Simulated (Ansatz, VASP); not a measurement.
**Two plane-wave programs on HfO2**

The input INCAR:

```
SYSTEM = HfO2
PREC = Accurate
ENCUT = 520
EDIFF = 1E-6
ISMEAR = -1
SIGMA = 0.02
LREAL = .False.
LASPH = .True.
NELM = 60
ALGO = Normal
ISIF = 2
LWAVE = .False.
LCHARG = .False.
GGA = PE
IBRION = 2
NSW = 80
EDIFFG = -0.02
```

Contents of KPOINTS:

```
Automatic mesh
0
Gamma
  10 10 10
  0 0 0
```

The input POSCAR:

```
HfO2
1.0
    0.0000000000      2.5911551753      2.5911551753
    2.5911551753      0.0000000000      2.5911551753
    2.5911551753      2.5911551753      0.0000000000
Hf O
1 2
Direct
    0.0000000000      0.0000000000      0.0000000000
    0.2500000000      0.2500000000      0.2500000000
    0.7500000000      0.7500000000      0.7500000000
```

Input for Ansatz:

```yaml
crystal:
  lattice:
    - [0.0, 2.5911551753, 2.5911551753]
    - [2.5911551753, 0.0, 2.5911551753]
    - [2.5911551753, 2.5911551753, 0.0]
  atoms:
    - { symbol: Hf, position: [0.0, 0.0, 0.0] }
    - { symbol: O, position: [0.25, 0.25, 0.25] }
    - { symbol: O, position: [0.75, 0.75, 0.75] }
kpoints:
  mp_grid: { grid: [10, 10, 10] }
scf:
  occupations: { method: fermi_dirac, width: 0.02 }
hamiltonian:
  xc: pbe
  pseudopotentials: { kind: paw }
output:
  forces: true
  stress: true
  populations: true
  efg:
    quadrupole_moments_barn: { Hf: 3.365, O: -0.02558 }
    contact_densities: true
relax:
  f_tol: 0.02
  max_steps: 60
```

Change from the starting cell: volume scaled by 1.04, ions relaxed.

Alike in both runs: task relaxation of the atoms; functional PBE; k mesh 10 × 10 × 10; occupations fermi-dirac, width 0.02 eV; no spin polarisation.

|  | VASP | Ansatz |
| --- | --- | --- |
| version | VASP 6.6.1 | Ansatz 0.2.0 |
| potentials or method | VASP PAW PBE potentials, release 64 (Hf_pv, O) | plane-wave PAW, scalar-relativistic |
| plane-wave cutoff (eV) | 520 | 420 |
| valence electrons in the cell | 22 | 38 |

|  | VASP | Ansatz | Ansatz less VASP |
| --- | --- | --- | --- |
| gap on the k mesh at the Fermi level, each at its own relaxed structure (eV) | 3.62 | 3.62 | +0.002 |

VASP's potentials hold 22 valence electrons a cell and Ansatz's 38, so a difference there can come from the potentials and not from the codes. Ansatz's warnings: stress scf threshold loose.

Spin-orbit coupling is off throughout. Noted on VASP's run: the relaxation stopped at its first step, so nothing moved.
